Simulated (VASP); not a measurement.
# LiH (Pm-3m) in VASP: further runs, part 2 of 2

VASP 6.6.1. Earlier steps stand in the parts before.

### Step 5. Single point, HSE06

This run uses another cell than the first one, of 7.79 Å³/atom, 0.995 times its volume.

The input, POSCAR:

```
LiH
1.0
    2.4972755071      0.0000000000      0.0000000000
    0.0000000000      2.4972755071      0.0000000000
    0.0000000000      0.0000000000      2.4972755071
Li H
1 1
Direct
    0.0000000000      0.0000000000      0.0000000000
    0.5000000000      0.5000000000      0.5000000000
```

The input, INCAR.step1:

```
SYSTEM = LiH
PREC = Accurate ; ENCUT = 520
EDIFF = 1E-5 ; ISMEAR = -1
SIGMA = 0.02 ; LREAL = .False.
LASPH = .True. ; NELM = 100
ALGO = Normal ; ISIF = 2
LWAVE = .True. ; GGA = PE
NBANDS = 9
```

The input, INCAR.step2:

```
SYSTEM = LiH
PREC = Accurate ; ENCUT = 520
EDIFF = 1E-7 ; ISMEAR = -1
SIGMA = 0.02 ; LREAL = .False.
LASPH = .True. ; NELM = 100
ALGO = Normal ; ISIF = 2
LWAVE = .False. ; LCHARG = .True.
GGA = PE ; LHFCALC = .True.
HFSCREEN = 0.2079 ; PRECFOCK = Normal
LELF = .True. ; LVHAR = .True.
ISTART = 1 ; NBANDS = 9
```

The input, KPOINTS:

```
regular mesh
0
Gamma
  6 6 6
  0 0 0
```

Potentials or basis: VASP PAW PBE potentials, release 64 (Li_sv, H).

The run is started by

```console
$ cat potpaw_PBE.64/Li_sv/POTCAR potpaw_PBE.64/H/POTCAR > POTCAR
$ cp INCAR.step1 INCAR
$ mpirun -np 1 vasp_std > vasp.out
$ cp INCAR.step2 INCAR
$ mpirun -np 1 vasp_std > vasp.out
```

OUTCAR:

```text
SYSTEM = LiH
   PREC = Accurate
   ENCUT = 520
   EDIFF = 1E-7
   ISMEAR = -1
   LREAL = .False.
   LASPH = .True.
   NELM = 100
   ISIF = 2
   GGA = PE
   LHFCALC = .True.
   HFSCREEN = 0.2079
   PRECFOCK = Normal
   ISTART = 1

 ion  position               nearest neighbor table
   1  0.000  0.000  0.000-
   2  0.500  0.500  0.500-

  LATTYP: Found a simple cubic cell.
 ALAT       =     2.4972755071

  Lattice vectors:

[... 425 lines left out ...]
      8      12.9587      0.00000
      9      26.3945      0.00000

------------------------ aborting loop because EDIFF is reached ----------------------------------------

  FORCE on cell =-STRESS in cart. coord.  units (eV):
  Direction    XX          YY          ZZ          XY          YZ          ZX
  --------------------------------------------------------------------------------------
  -------------------------------------------------------------------------------------
  Total       -0.0140594     -0.0140594     -0.0140594      0.0000000      0.0000000     -0.0000000
  in kB       -1.4463680     -1.4463680     -1.4463680      0.0000000      0.0000000     -0.0000000
  external PRESSURE =      -1.4463680 kB  Pullay stress =       0.0000000 kB

 VOLUME and BASIS-vectors are now :
 -----------------------------------------------------------------------------
  energy-cutoff  :      520.00
  volume of cell :       15.57
      direct lattice vectors                 reciprocal lattice vectors
     2.497275507  0.000000000  0.000000000     0.400436394  0.000000000  0.000000000
     0.000000000  2.497275507  0.000000000     0.000000000  0.400436394  0.000000000
     0.000000000  0.000000000  2.497275507     0.000000000  0.000000000  0.400436394

 POSITION                                       TOTAL-FORCE (eV/Angst)
 -----------------------------------------------------------------------------------
      0.00000      0.00000      0.00000         0.000000      0.000000      0.000000
      1.24864      1.24864      1.24864         0.000000      0.000000      0.000000
 -----------------------------------------------------------------------------------
    total drift:                               -0.000000     -0.000000     -0.000000

  FREE ENERGIE OF THE ION-ELECTRON SYSTEM (eV)
  ---------------------------------------------------
  free  energy   TOTEN  =        -6.2946675553 eV

  energy  without entropy=       -6.2946675553  energy(sigma->0) =       -6.29466756
```

OUTCAR.step1:

```text
SYSTEM = LiH
   PREC = Accurate
   ENCUT = 520
   EDIFF = 1E-5
   ISMEAR = -1
   LREAL = .False.
[... 455 lines left out ...]
      0.00000      0.00000      0.00000         0.000000      0.000000      0.000000
      1.24864      1.24864      1.24864         0.000000      0.000000      0.000000
 -----------------------------------------------------------------------------------
    total drift:                               -0.000000      0.000000      0.000000

  FREE ENERGIE OF THE ION-ELECTRON SYSTEM (eV)
  ---------------------------------------------------
  free  energy   TOTEN  =        -5.6501244307 eV

  energy  without entropy=       -5.6501244305  energy(sigma->0) =       -5.65012443
```

It took 1.9 min on 1 thread of AMD EPYC 7R43 (Zen 3), shared host; peak memory 0.18 GiB.

What came out:

```yaml
Free_energy: -6.2947 eV
Band_gap_on_the_k_mesh: 1.43 eV, indirect (least direct gap 5.27 eV)
```

Levels at points of the mesh, in eV from the valence-band top:
| k point | band 1 | band 2 | band 3 | band 4 | band 5 |
| --- | --- | --- | --- | --- | --- |
| (0.00, 0.00, 0.00) | -51.49 | -9.83 | 13.16 | 13.16 | 13.16 |
| (0.50, 0.00, 0.00) | -51.43 | -7.27 | 1.43 | 12.86 | 17.54 |
| (0.50, 0.50, 0.00) | -51.38 | -2.97 | 2.30 | 2.30 | 10.23 |
| (0.50, 0.50, 0.50) | -51.34 | 0.00 | 7.46 | 7.46 | 7.46 |

Caveat: the cutoff is under 1.25 times the usual one of these potentials, so pressure, stress and relaxed cells hold a basis-set (Pulay) error; the PAW data sets were made with another functional, which shifts forces and pressure a little. A k mesh can miss the band edges.

### Step 6. Relaxation of cell and atoms, HSE06

The input, POSCAR:

```
LiH
1.0
    2.5016587118      0.0000000000      0.0000000000
    0.0000000000      2.5016587118      0.0000000000
    0.0000000000      0.0000000000      2.5016587118
Li H
1 1
Direct
    0.0000000000      0.0000000000      0.0000000000
    0.5000000000      0.5000000000      0.5000000000
```

The input, INCAR.step1:

```
ALGO     = Normal         # electronic algorithm
EDIFF    = 1E-5           # SCF threshold, eV
ENCUT    = 600            # plane-wave cutoff, eV
GGA      = PE             # functional
ISMEAR   = -1             # smearing method
LASPH    = T              # aspherical terms in the spheres
LCHARG   = F              # write CHGCAR
LREAL    = F              # projectors in reciprocal space
LWAVE    = T              # write WAVECAR
NBANDS   = 9              # bands
NELM     = 80             # most SCF steps
PREC     = Accurate       # precision mode
SIGMA    = 0.02           # smearing width, eV
```

The input, INCAR.step2:

```
ALGO     = Normal         # electronic algorithm
EDIFF    = 1E-7           # SCF threshold, eV
EDIFFG   = -0.005         # ionic threshold
ENCUT    = 600            # plane-wave cutoff, eV
GGA      = PE             # functional
HFSCREEN = 0.2079         # screening, 1/A
IBRION   = 2              # ionic algorithm
ISIF     = 3              # what is computed and relaxed
ISMEAR   = -1             # smearing method
ISTART   = 1            
LASPH    = T              # aspherical terms in the spheres
LCHARG   = F              # write CHGCAR
LHFCALC  = T              # exact exchange
LREAL    = F              # projectors in reciprocal space
LWAVE    = F              # write WAVECAR
NELM     = 80             # most SCF steps
NSW      = 80             # ionic steps
PREC     = Accurate       # precision mode
PRECFOCK = Normal       
SIGMA    = 0.02           # smearing width, eV
```

The input, KPOINTS:

```
k-points
0
Gamma
  6 6 6
```

Potentials or basis: VASP PAW PBE potentials, release 64 (Li_sv, H).

The run is started by

```console
$ cat potpaw_PBE.64/Li_sv/POTCAR potpaw_PBE.64/H/POTCAR > POTCAR
$ cp INCAR.step1 INCAR
$ mpirun -np 1 vasp_std > vasp.out
$ cp INCAR.step2 INCAR
$ mpirun -np 1 vasp_std > vasp.out
```

Wall time 4.7 min (1 thread of AMD EPYC 7R43 (Zen 3), shared host); peak memory 0.19 GiB.

Results (log left out):

| Item | Value |
| --- | --- |
| Free energy | -6.2950 eV |
| Relaxed volume | 7.76 Å³/atom |
| Relaxed cell | a = 2.494 Å, b = 2.494 Å, c = 2.494 Å, α = 90.00°, β = 90.00°, γ = 90.00° |
| Space group after relaxing (to 0.05 Å) | Pm-3m (No. 221) |
| Energy gained by relaxing | 0.1 meV/atom |
| Ionic steps | 3 |
| Pressure after relaxing | -0.1 GPa |
| Band gap on the k mesh | 1.43 eV, indirect (least direct gap 5.28 eV) |

The path:
```
step  energy change (eV)  largest force (eV/Å)  pressure (GPa)  volume (Å³)
   1              0.0000                0.0000           -0.40        15.66
   2             -0.0001                0.0000           -0.28        15.61
   3             -0.0002                0.0000           -0.05        15.51
```

Final structure:
```yaml
crystal:
  lattice:
    - [2.49408, 0.00000, 0.00000]
    - [0.00000, 2.49408, 0.00000]
    - [0.00000, 0.00000, 2.49408]
  atoms:
    - { symbol: Li, position: [0.00000, 0.00000, 0.00000] }
    - { symbol: H, position: [0.50000, 0.50000, 0.50000] }
```

Levels at points of the mesh, in eV from the valence-band top:
```
           k point  band 1  band 2  band 3  band 4  band 5  band 6
(0.00, 0.00, 0.00)  -51.49   -9.86   13.19   13.19   13.19   14.21
(0.50, 0.00, 0.00)  -51.43   -7.30    1.43   12.89   17.57   17.57
(0.50, 0.50, 0.00)  -51.39   -2.98    2.30    2.30   10.25   20.85
(0.50, 0.50, 0.50)  -51.34    0.00    7.47    7.47    7.47    9.74
```

Caveat: the cutoff is under 1.25 times the usual one of these potentials, so pressure, stress and relaxed cells hold a basis-set (Pulay) error; the PAW data sets were made with another functional, which shifts forces and pressure a little.

### Step 7. Overview

| task | level | potentials or basis | cell | k mesh | cutoff (eV) | smearing | grid for exact exchange (PRECFOCK) | screening parameter | gap on the mesh (eV) | pressure (GPa) | relaxed volume (Å³/atom) |
| --- | --- | --- | --- | --- | --- | --- | --- | --- | --- | --- | --- |
| single point | r2SCAN | VASP PAW PBE potentials, release 64 (Li_sv, H) | a = 2.502 Å, 2 atoms | 10 × 10 × 10 | 520 | gaussian 0.01 eV | - | - | 1.30 | - | - |
| relaxation of cell and atoms | LDA | VASP PAW LDA potentials, release 64 (Li_sv, H) | relaxed from a = 2.506 Å, 2 atoms | 10 × 10 × 10 | 600 | fermi-dirac 0.02 eV | - | - | 0.35 | 0.0 | 7.29 |
| relaxation of cell and atoms | r2SCAN | VASP PAW PBE potentials, release 64 (Li_sv, H) | relaxed from a = 2.506 Å, 2 atoms | 10 × 10 × 10 | 600 | fermi-dirac 0.02 eV | - | - | 1.30 | 0.0 | 7.76 |
| single point | HSE06 | VASP PAW PBE potentials, release 64 (Li_sv, H) | a = 2.497 Å, 2 atoms | 6 × 6 × 6 | 520 | fermi-dirac 0.02 eV | Normal | 0.2079 1/Å | 1.43 | - | - |
| relaxation of cell and atoms | HSE06 | VASP PAW PBE potentials, release 64 (Li_sv, H) | relaxed from a = 2.502 Å, 2 atoms | 6 × 6 × 6 | 600 | fermi-dirac 0.02 eV | Normal | 0.2079 1/Å | 1.43 | -0.1 | 7.76 |

Alike in all rows: no spin polarisation.

Caveats: the cutoff is under 1.25 times the usual one of these potentials, so pressure, stress and relaxed cells hold a basis-set (Pulay) error; the PAW data sets were made with another functional, which shifts forces and pressure a little (some runs).

Absolute energies hang on the potentials; compare differences alone.
